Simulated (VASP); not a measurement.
# Ir (P6_3/mmc) in VASP: further runs

Ir is run at these levels: PBEsol; tasks: single point, relaxation of cell and atoms.

Program: VASP 6.6.1. These are calculated values, not measurements. Logs are shortened: lines on timing, memory, paths and dates and some standing lists are left out, and cuts for length are marked.

## (1) The cell of the first run

It takes space group P6_3/mmc (No. 194, hexagonal). The conventional cell has a = 2.717 Å, b = 2.717 Å, c = 4.408 Å, α = 90.00°, β = 90.00°, γ = 120.00°. Ir (site symmetry -6m2) has 12 Ir at 2.70 to 2.72 Å within 3.6 Å.

## (2) Single point, PBEsol

INCAR reads:

```
ALGO = Normal
EDIFF = 1E-6
ENCUT = 520
GGA = PS
ISIF = 2
ISMEAR = 0
LASPH = True
LCHARG = False
LREAL = False
LWAVE = False
NBANDS = 16
NELM = 60
PREC = Accurate
SIGMA = 0.1
```

KPOINTS reads:

```
k-points
0
Gamma
  9 9 4
```

POSCAR reads:

```
Ir
1.0
    2.7165646047      0.0000000000      0.0000000000
   -1.3582823023      2.3526139587      0.0000000000
    0.0000000000      0.0000000000      4.4076892611
Ir
2
Direct
    0.6666666667      0.3333333333      0.7500000000
    0.3333333333      0.6666666667      0.2500000000
```

Potentials or basis: VASP PAW PBE potentials, release 64 (Ir).

Launch:

```console
cat potpaw_PBE.64/Ir/POTCAR > POTCAR
mpirun -np 1 vasp_std > vasp.out
```

OUTCAR:

```text
EDIFF = 1E-6
   ENCUT = 520
   GGA = PS
   ISIF = 2
   ISMEAR = 0
   LASPH = True
   LREAL = False
   NELM = 60
   PREC = Accurate

 ion  position               nearest neighbor table
   1  0.667  0.333  0.750-   2 2.70   2 2.70   2 2.70   2 2.70   2 2.70   2 2.70
   2  0.333  0.667  0.250-   1 2.70   1 2.70   1 2.70   1 2.70   1 2.70   1 2.70

  LATTYP: Found a hexagonal cell.
 ALAT       =     2.7165646047
 C/A-ratio  =     1.6225232610

  Lattice vectors:

 A1 = (   2.7165646047,   0.0000000000,   0.0000000000)
 A2 = (  -1.3582823023,   2.3526139587,   0.0000000000)
 A3 = (   0.0000000000,   0.0000000000,   4.4076892611)

Analysis of symmetry for initial positions (statically):
=====================================================================
 Subroutine PRICEL returns:
 Original cell was already a primitive cell.

 Routine SETGRP: Setting up the symmetry group for a
 hexagonal supercell.

 Subroutine GETGRP returns: Found 24 space group operations
 (whereof 12 operations were pure point group operations)
 out of a pool of 24 trial point group operations.

The static configuration has the point symmetry D_3d.
 The point group associated with its full space group is D_6h.

Analysis of symmetry for dynamics (positions and initial velocities):
=====================================================================
 Subroutine PRICEL returns:
 Original cell was already a primitive cell.

 Routine SETGRP: Setting up the symmetry group for a
 hexagonal supercell.

 Subroutine GETGRP returns: Found 24 space group operations
 (whereof 12 operations were pure point group operations)
 out of a pool of 24 trial point group operations.

The dynamic configuration has the point symmetry D_3d.
 The point group associated with its full space group is D_6h.

 Subroutine INISYM returns: Found 24 space group operations
 (whereof 12 operations are pure point group operations),
 and found     1 'primitive' translations

----------------------------------------------------------------------------------------

                                     Primitive cell

  volume of cell :      28.1697

  direct lattice vectors                    reciprocal lattice vectors
     2.716564605  0.000000000  0.000000000     0.368111989  0.212529556  0.000000000
    -1.358282302  2.352613959  0.000000000     0.000000000  0.425059112  0.000000000
     0.000000000  0.000000000  4.407689261     0.000000000  0.000000000  0.226876248

  length of vectors
     2.716564605  2.716564605  4.407689261     0.425059112  0.425059112  0.226876248

  position of ions in fractional coordinates (direct lattice)
     0.666666667  0.333333333  0.750000000
     0.333333333  0.666666667  0.250000000

  ion indices of the primitive-cell ions
   primitive index   ion index
                 1           1
                 2           2

----------------------------------------------------------------------------------------

 KPOINTS: k-points

Automatic generation of k-mesh.
 Grid dimensions read from file:
 generate k-points for:    9    9    4

 Generating k-lattice:

  Cartesian coordinates                     Fractional coordinates (reciprocal lattice)
     0.040901332  0.023614395  0.000000000     0.111111111  0.000000000  0.000000000
     0.000000000  0.047228790  0.000000000     0.000000000  0.111111111  0.000000000
     0.000000000  0.000000000  0.056719062     0.000000000  0.000000000  0.250000000

  Length of vectors
     0.047228790  0.047228790  0.056719062

  Shift w.r.t. Gamma in fractional coordinates (k-lattice)
     0.000000000  0.000000000  0.000000000

 Subroutine IBZKPT returns following result:
 ===========================================

 Found     36 irreducible k-points:

 Following reciprocal coordinates:
            Coordinates               Weight
  0.000000  0.000000  0.000000      1.000000
  0.111111  0.000000  0.000000      6.000000
  0.222222  0.000000  0.000000      6.000000
  0.333333  0.000000  0.000000      6.000000
  0.444444  0.000000  0.000000      6.000000
  0.111111  0.111111  0.000000      6.000000
[... 16 lines left out ...]
  0.333333  0.222222  0.250000     24.000000
  0.333333  0.333333  0.250000      4.000000
 [... further k-points ...]
   k-points           NKPTS =     36   k-points in BZ     NKDIM =     36   number of bands    NBANDS=     16
   number of dos      NEDOS =    301   number of ions     NIONS =      2
   total plane-waves  NPLWV =  14400
   dimension x,y,z NGX =    20 NGY =   20 NGZ =   36
   dimension x,y,z NGXF=    40 NGYF=   40 NGZF=   72
   ions per type =               2
   NGX,Y,Z   is equivalent  to a cutoff of  12.24, 12.24, 13.58 a.u.
   NGXF,Y,Z  is equivalent  to a cutoff of  24.48, 24.48, 27.16 a.u.
 SYSTEM =  unknown system
   PREC   = accura    normal or accurate (medium, high low for compatibility)
   ISTART =      0    job   : 0-new  1-cont  2-samecut
   ICHARG =      2    charge: 1-file 2-atom 10-const
   ISPIN  =      1    spin polarized calculation?
   LNONCOLLINEAR =      F non collinear calculations
   LSORBIT =      F    spin-orbit coupling
   LASPH  =      T    aspherical Exc in radial PAW
   ENCUT  =  520.0 eV  38.22 Ry    6.18 a.u.   5.05  5.05  8.20*2*pi/ulx,y,z
   NELM   =     60;   NELMIN=  2; NELMDL= -5     # of ELM steps
   EDIFF  = 0.1E-05   stopping-criterion for ELM
   LREAL  =      F    real-space projection
   EDIFFG = 0.1E-04   stopping-criterion for IOM
   NSW    =      0    number of steps for IOM
   IBRION =     -1    ionic relax: 0-MD 1-quasi-New 2-CG
   NFREE  =      0    steps in history (QN), initial steepest desc. (CG)
   ISIF   =      2    stress and relaxation
   ISYM   =      2    0-nonsym 1-usesym 2-fastsym
   POTIM  = 0.5000    time-step for ionic-motion
   TEBEG  =    0.0;   TEEND  =   0.0 temperature during run
   PSTRESS=    0.0 pullay stress
   NELECT =      18.0000    total number of electrons
   NUPDOWN=      -1.0000    fix difference up-down
   EMIN   =  10.00;   EMAX   =-10.00  energy-range for DOS
   EFERMI =   0.00;   METHOD = LEGACY
   ISMEAR =     0;   SIGMA  =   0.10  broadening in eV -4-tet -1-fermi 0-gaus
   EFERMI_NEDOS =   21; number of points for ismear=-14 and -15
   IALGO  =     38    algorithm
   IMIX   =      4    mixing-type and parameters
     AMIX     =   0.40;   BMIX     =  1.00
     AMIX_MAG =   1.60;   BMIX_MAG =  1.00
  volume/ion in A,a.u.               =      14.08        95.05
  Fermi-wavevector in a.u.,A,eV,Ry     =   1.410063  2.664632 27.052150  1.988277
  Thomas-Fermi vector in A             =   2.532055
   LORBIT       =      0    0 simple, 1 ext, 2 COOP (PROOUT), +10 PAW based schemes
   GGA     = PS    functional components
   LHFCALC =     F    Hartree Fock is set to
   AEXX    =    0.0000 exact exchange contribution
   IVDW    =     0    specifies the selected vdW correction
   LEPSILON=     F    determine dielectric tensor
   LRPA    =     F    only Hartree local field effects (RPA)
 non-spin polarized calculation
 Gauss-broadening in eV      SIGMA  =   0.10
  energy-cutoff  :      520.00
  volume of cell :       28.17
 maximum number of plane-waves:       780
   NGX = 11   NGY = 11   NGZ = 17

 number of electron      18.0000000 magnetization

 Free energy of the ion-electron system (eV)
  ---------------------------------------------------
  ext. energy  EPLUGINS =         0.00000000
  ---------------------------------------------------
  free energy    TOTEN  =       -19.53871220 eV

  energy without entropy =      -19.53290975  energy(sigma->0) =      -19.53581097

 E-fermi :  10.3549     XC(G=0): -14.1267

 val. band max:       10.2469157397   @ k =   0.3333   0.1111   0.2500
 cond. band min:      10.3984407722   @ k =   0.3333   0.3333   0.0000
 fundamental gap:      0.1515250325
 Fermi energy:        10.3548824086

 k-point     1 :       0.0000    0.0000    0.0000
  band No.  band energies     occupation
      1      -0.9161      2.00000
      2       2.1597      2.00000
      3       6.4413      2.00000
      4       6.5498      2.00000
      5       6.5498      2.00000
      6       7.2187      2.00000
[... 8 lines left out ...]
     15      26.8423      0.00000
     16      27.9410      0.00000

 k-point     2 :       0.1111    0.0000    0.0000
  band No.  band energies     occupation
      1      -0.4371      2.00000
      2       2.5781      2.00000
      3       5.8754      2.00000
      4       6.8964      2.00000
      5       6.9584      2.00000
      6       7.1163      2.00000
[... 8 lines left out ...]
     15      27.4392      0.00000
     16      28.5698      0.00000

 k-point     3 :       0.2222    0.0000    0.0000
  band No.  band energies     occupation
      1       0.8262      2.00000
      2       3.3598      2.00000
      3       5.3981      2.00000
      4       5.5563      2.00000
      5       6.4484      2.00000
      6       7.1543      2.00000
[... 8 lines left out ...]
     15      26.9186      0.00000
     16      27.2599      0.00000

 k-point     4 :       0.3333    0.0000    0.0000
  band No.  band energies     occupation
      1       2.2030      2.00000
      2       3.2356      2.00000
      3       4.2227      2.00000
      4       5.8380      2.00000
      5       6.6096      2.00000
      6       6.7464      2.00000
[... 8 lines left out ...]
     15      24.3326      0.00000
     16      25.1514      0.00000

 k-point     5 :       0.4444    0.0000    0.0000
  band No.  band energies     occupation
      1       2.7497      2.00000
      2       2.9039      2.00000
      3       3.5257      2.00000
      4       6.2997      2.00000
      5       6.6872      2.00000
      6       6.8536      2.00000
[... 8 lines left out ...]
     15      22.2392      0.00000
     16      22.6709      0.00000

 k-point     6 :       0.1111    0.1111    0.0000
  band No.  band energies     occupation
      1       0.4497      2.00000
      2       3.2706      2.00000
      3       5.3024      2.00000
      4       6.0993      2.00000
      5       6.6198      2.00000
      6       7.0081      2.00000
[... 8 lines left out ...]
     15      26.6139      0.00000
     16      28.0904      0.00000

 k-point     7 :       0.2222    0.1111    0.0000
  band No.  band energies     occupation
      1       1.8921      2.00000
      2       3.7756      2.00000
      3       4.7264      2.00000
      4       5.0825      2.00000
      5       6.4357      2.00000
      6       6.4901      2.00000
[... 8 lines left out ...]
     15      24.0082      0.00000
     16      26.2305      0.00000

 k-point     8 :       0.3333    0.1111    0.0000
  band No.  band energies     occupation
      1       2.9722      2.00000
      2       3.3608      2.00000
      3       3.7939      2.00000
      4       5.8558      2.00000
      5       6.1759      2.00000
      6       7.0066      2.00000
[... 8 lines left out ...]
     15      21.3946      0.00000
     16      25.0043      0.00000

 k-point     9 :       0.4444    0.1111    0.0000
  band No.  band energies     occupation
      1       3.1204      2.00000
      2       3.2311      2.00000
      3       3.4694      2.00000
      4       6.1447      2.00000
      5       6.5141      2.00000
      6       6.7335      2.00000
[... 8 lines left out ...]
     15      21.4067      0.00000
     16      23.0561      0.00000
[... 172 lines left out ...]
 k-point    19 :       0.2222    0.1111    0.2500
  band No.  band energies     occupation
      1       2.2001      2.00000
      2       4.0488      2.00000
      3       4.2718      2.00000
      4       5.3078      2.00000
      5       5.9795      2.00000
      6       6.9545      2.00000
[... 8 lines left out ...]
     15      24.7263      0.00000
     16      26.4311      0.00000

 k-point    20 :       0.3333    0.1111    0.2500
  band No.  band energies     occupation
      1       2.6296      2.00000
      2       3.5672      2.00000
      3       4.2739      2.00000
      4       5.0717      2.00000
      5       6.3425      2.00000
      6       7.3476      2.00000
[... 8 lines left out ...]
     15      22.6774      0.00000
     16      24.9602      0.00000

 k-point    21 :       0.4444    0.1111    0.2500
  band No.  band energies     occupation
      1       2.5594      2.00000
      2       3.3374      2.00000
      3       4.6135      2.00000
      4       4.7300      2.00000
      5       6.1286      2.00000
      6       7.9146      2.00000
[... 8 lines left out ...]
     15      22.0193      0.00000
     16      25.2791      0.00000

 k-point    22 :       0.2222    0.2222    0.2500
  band No.  band energies     occupation
      1       3.2361      2.00000
      2       3.7232      2.00000
      3       4.6490      2.00000
      4       5.0403      2.00000
      5       6.3232      2.00000
      6       6.4659      2.00000
[... 8 lines left out ...]
     15      23.3637      0.00000
     16      25.6805      0.00000

 k-point    23 :       0.3333    0.2222    0.2500
  band No.  band energies     occupation
      1       3.2938      2.00000
      2       4.2225      2.00000
      3       4.4044      2.00000
      4       5.0129      2.00000
      5       5.9146      2.00000
      6       6.8721      2.00000
[... 8 lines left out ...]
     15      21.8373      0.00000
     16      24.5486      0.00000

 k-point    24 :       0.3333    0.3333    0.2500
  band No.  band energies     occupation
      1       3.9527      2.00000
      2       4.2592      2.00000
      3       4.2592      2.00000
      4       5.2504      2.00000
      5       6.1765      2.00000
      6       6.1765      2.00000
[... 8 lines left out ...]
     15      21.0863      0.00000
     16      22.2689      0.00000

 [... further k-points ...]

------------------------ aborting loop because EDIFF is reached ----------------------------------------

  FORCE on cell =-STRESS in cart. coord.  units (eV):
  Direction    XX          YY          ZZ          XY          YZ          ZX
  --------------------------------------------------------------------------------------
  -------------------------------------------------------------------------------------
  Total        0.2116329      0.2116329      0.2161693      0.0000000     -0.0000000      0.0000000
  in kB       12.0368274     12.0368274     12.2948397      0.0000000     -0.0000000      0.0000000
  external PRESSURE =      12.1228315 kB  Pullay stress =       0.0000000 kB

 VOLUME and BASIS-vectors are now :
 -----------------------------------------------------------------------------
  energy-cutoff  :      520.00
  volume of cell :       28.17
      direct lattice vectors                 reciprocal lattice vectors
     2.716564605  0.000000000  0.000000000     0.368111989  0.212529556  0.000000000
    -1.358282302  2.352613959  0.000000000     0.000000000  0.425059112  0.000000000
     0.000000000  0.000000000  4.407689261     0.000000000  0.000000000  0.226876248

 POSITION                                       TOTAL-FORCE (eV/Angst)
 -----------------------------------------------------------------------------------
      1.35828      0.78420      3.30577        -0.000000      0.000000      0.000000
     -0.00000      1.56841      1.10192         0.000000     -0.000000      0.000000
 -----------------------------------------------------------------------------------
    total drift:                               -0.000000      0.000000     -0.000000

  FREE ENERGIE OF THE ION-ELECTRON SYSTEM (eV)
  ---------------------------------------------------
  free  energy   TOTEN  =       -19.5387121998 eV

  energy  without entropy=      -19.5329097467  energy(sigma->0) =      -19.53581097
```

Wall time 8.5 s (1 thread of Intel Xeon Platinum 8488C (Sapphire Rapids), shared host); peak memory 0.14 GiB.

What came out:

```yaml
Free_energy: -19.5387 eV
Pressure: 1.2 GPa
Band_gap_on_the_k_mesh: zero (band 9 reaches 11.39 eV, above the bottom of band 10 at 8.24 eV)
```

Caveat: the PAW data sets were made with another functional, which shifts forces and pressure a little; spin-orbit coupling is left out, which moves the levels of the heavy elements.

## (3) Single point, PBEsol

This run uses another cell than the first one, of 14.63 Å³/atom, 1.039 times its volume.

INCAR reads:

```
PREC = Accurate ; ENCUT = 520
EDIFF = 1E-6 ; ISMEAR = 0
SIGMA = 0.1 ; LREAL = False
LASPH = True ; NELM = 100
ALGO = Normal ; ISIF = 2
LWAVE = False ; LCHARG = False
GGA = PS ; NBANDS = 16
```

KPOINTS reads:

```
Automatic mesh
0
Gamma
  9 9 4
```

POSCAR reads:

```
Ir
1.0
    2.7513778946      0.0000000000      0.0000000000
   -1.3756889473      2.3827631521      0.0000000000
    0.0000000000      0.0000000000      4.4622900000
Ir
2
Direct
    0.6666666700      0.3333333300      0.7500000000
    0.3333333300      0.6666666700      0.2500000000
```

Potentials or basis: VASP PAW PBE potentials, release 64 (Ir).

Launch:

```console
cat potpaw_PBE.64/Ir/POTCAR > POTCAR
mpirun -np 1 vasp_std > vasp.out
```

It took 8.4 s on 1 thread of Intel Xeon Platinum 8488C (Sapphire Rapids), shared host; peak memory 0.14 GiB.

Results (log left out):

| Property | Result |
| --- | --- |
| Free energy | -19.4998 eV |
| Pressure | -12.3 GPa |
| Band gap on the k mesh | zero (band 9 reaches 10.66 eV, above the bottom of band 10 at 7.72 eV) |

Stress tensor (GPa, compression positive):
```
-12.23   0.00   0.00
  0.00 -12.23   0.00
  0.00   0.00 -12.39
```

Levels at points of the mesh, in eV from the Fermi level:
| k point | band 5 | band 6 | band 7 | band 8 | band 9 | band 10 | band 11 | band 12 | band 13 | band 14 |
| --- | --- | --- | --- | --- | --- | --- | --- | --- | --- | --- |
| (0.00, 0.00, 0.00) | -3.58 | -2.95 | -2.95 | -2.19 | -2.19 | -0.71 | 0.35 | 0.35 | 6.83 | 14.36 |
| (0.00, 0.00, 0.50) | -3.70 | -3.70 | -3.70 | -3.70 | -0.37 | -0.37 | -0.37 | -0.37 | 13.63 | 13.63 |

Caveat: the PAW data sets were made with another functional, which shifts forces and pressure a little; spin-orbit coupling is left out, which moves the levels of the heavy elements.

[end of part 1 of 2]
